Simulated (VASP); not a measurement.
Crystal: C.

```xyz
2
Lattice="1.2280 0.7090 3.3470 -1.2280 0.7090 3.3470 0.0000 -1.4180 3.3470" Properties=species:S:1:pos:R:3 pbc="T T T"
C     0.0000    0.0000    8.3943
C     0.0000    0.0000    1.6467
```

* Program: VASP 6.6.1
* Task: relaxation of volume and atoms at fixed shape
* Functional: LDA
* Potentials or basis: VASP PAW LDA potentials, release 64 (C)
* Cutoff: 600 eV
* k mesh: 11 × 11 × 11
* Occupations: fermi-dirac, width 0.05 eV
* Spin: no spin polarisation

At the start: pressure -3.8 GPa; volume 8.74 Å³/atom.

Problem. How do energy, volume and symmetry change on relaxing?

Solution. Over 6 steps the energy falls by 13.2 meV/atom and the volume is 8.63 Å³/atom (-1.3 %); space group R-3m (No. 166, to 0.1 Å) before and after.

The path:
| step | energy change (eV) | largest force (eV/Å) | pressure (GPa) | volume (Å³) |
| --- | --- | --- | --- | --- |
| 1 | 0.0000 | 0.9074 | -3.79 | 17.48 |
| 2 | -0.0113 | 0.5949 | 5.10 | 16.97 |
| 3 | -0.0260 | 0.0533 | 1.28 | 17.19 |
| 4 | -0.0260 | 0.0361 | 1.38 | 17.18 |
| 5 | -0.0260 | 0.0638 | -1.20 | 17.34 |
| 6 | -0.0264 | 0.0139 | 0.08 | 17.26 |

Final structure:
```xyz
2
Lattice="1.2227 0.7059 3.3326 -1.2227 0.7059 3.3326 0.0000 -1.4119 3.3326" Properties=species:S:1:pos:R:3 pbc="T T T"
C     0.0000    0.0000    8.3315
C     0.0000    0.0000    1.6662
```
